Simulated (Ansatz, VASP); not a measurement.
# BN: VASP beside Ansatz

INCAR

```
SYSTEM = BN
ALGO     = Normal         ! electronic algorithm
EDIFF    = 1E-6           ! SCF threshold, eV
ENCUT    = 520            ! plane-wave cutoff, eV
GGA      = PE             ! functional
ISIF     = 2              ! what is computed and relaxed
ISMEAR   = 0              ! smearing method
IVDW     = 12             ! dispersion correction
LASPH    = .True.         ! aspherical terms in the spheres
LCHARG   = .False.        ! write CHGCAR
LREAL    = .False.        ! projectors in reciprocal space
LWAVE    = .False.        ! write WAVECAR
NBANDS   = 11             ! bands
NELM     = 60             ! most SCF steps
PREC     = Accurate       ! precision mode
SIGMA    = 0.05           ! smearing width, eV
```

The input KPOINTS:

```
k-points
0
Gamma
  12 12 12
  0 0 0
```

Contents of POSCAR:

```
BN
1.0
    0.0000000000      3.1892054910      2.1688319106
    1.2538424675      0.0000000000      2.1688319106
    1.2538424675      3.1892054910      0.0000000000
B N
1 1
Direct
    0.0001068737      0.0001068737      0.9998931263
    0.6665931163      0.6665931163      0.3334068837
```

Input for Ansatz:

```yaml
crystal:
  lattice:
    - [0.0, 3.189205491, 2.1688319106]
    - [1.2538424675, 0.0, 2.1688319106]
    - [1.2538424675, 3.189205491, 0.0]
  atoms:
    - { symbol: B, position: [0.0001068737, 0.0001068737, 0.9998931263] }
    - { symbol: "N", position: [0.6665931163, 0.6665931163, 0.3334068837] }
basis:
  ecutwfc: 420
kpoints:
  mp_grid: { grid: [12, 12, 12] }
hamiltonian:
  xc: pbe
  dispersion: d3bj
scf:
  occupations: { method: gaussian, width: 0.05 }
output:
  forces: true
  stress: true
  eigenvalues: true
```

Change from the starting cell: strain -0.0450 x Voigt [0, 1, 0, 0, 0, 0], atoms carried along.

Alike in both runs: task single point; functional PBE; dispersion D3(BJ); k mesh 12 × 12 × 12; occupations gaussian, width 0.05 eV; no spin polarisation.

```csv
,VASP,Ansatz
version,VASP 6.6.1,Ansatz 0.2.0
potentials or method,"VASP PAW PBE potentials, release 64 (B, N), cutoff 520 eV","scalar-relativistic, plane waves, PAW"
valence electrons in the cell,8,8
```

|  | VASP | Ansatz | Ansatz less VASP |
| --- | --- | --- | --- |
| gap on the k mesh at the Fermi level (eV) | 3.36 | 3.37 | +0.008 |
| least direct gap on the mesh (eV) | 4.53 | 4.53 | +0.003 |
| pressure (GPa) | 0.5 | 0.4 | -0.08 |
| traceless stress, the component that is largest in VASP (GPa) | 1.07 | 1.28 | +0.218 |
| rms of the force components (eV/Å) | 0.004 | 0.004 | -0.0001 |

Atom by atom the forces differ by 0.000 eV/Å (rms over components).
